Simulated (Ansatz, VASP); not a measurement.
## One calculation of Mg2Sn, two programs

File INCAR:

```
SYSTEM = Mg2Sn
  PREC = Accurate
  ENCUT = 600
  EDIFF = 1E-6
  ISMEAR = 1
  SIGMA = 0.2
  LREAL = .False.
  LASPH = .True.
  NELM = 120
  ALGO = Normal
  ISIF = 2
  LWAVE = .False.
  LCHARG = .True.
  GGA = PS
  LELF = .True.
  LVHAR = .True.
  NBANDS = 16
  GGA_COMPAT = .False.
```

The input KPOINTS:

```
Automatic mesh
0
Gamma
  4 4 4
  0 0 0
```

The input POSCAR:

```
Mg2Sn
1.0
    0.0000000000      3.3799352825      3.3799352825
    3.3799352825      0.0000000000      3.3799352825
    3.3799352825      3.3799352825      0.0000000000
Sn Mg
1 2
Direct
    0.0000000000      0.0000000000      0.0000000000
    0.2500000000      0.2500000000      0.2500000000
    0.7500000000      0.7500000000      0.7500000000
```

Input for Ansatz:

```yaml
crystal:
  lattice:
    - [0.0, 3.3799352825, 3.3799352825]
    - [3.3799352825, 0.0, 3.3799352825]
    - [3.3799352825, 3.3799352825, 0.0]
  atoms:
    - { symbol: Sn, position: [0.0, 0.0, 0.0] }
    - { symbol: Mg, position: [0.25, 0.25, 0.25] }
    - { symbol: Mg, position: [0.75, 0.75, 0.75] }
kpoints:
  mp_grid: { grid: [4, 4, 4] }
hamiltonian:
  xc: pbesol
scf:
  occupations: { method: cold, width: 0.2 }
  n_extra_bands: 4
output:
  forces: true
  stress: true
  eigenvalues: true
```

Alike in both runs: task single point; functional PBEsol; k mesh 4 × 4 × 4; no spin polarisation.

|  | VASP | Ansatz |
| --- | --- | --- |
| version | VASP 6.6.1 | Ansatz 0.2.0 |
| potentials or method | VASP PAW PBE potentials, release 64 (Sn_d, Mg) | plane waves |
| plane-wave cutoff (eV) | 600 | 420 |
| occupations | methfessel-paxton of order 1, width 0.2 eV | cold, width 0.2 eV |
| valence electrons in the cell | 18 | 34 |

```tsv
	VASP	Ansatz	Ansatz less VASP
pressure (GPa)	-0.2	-0.3	-0.08
```

VASP's potentials were made for PBE, not for PBEsol. VASP's potentials hold 18 valence electrons a cell and Ansatz's 34, so a difference there can come from the potentials and not from the codes.

The k mesh is coarse, so the values compare programs but aren't converged.
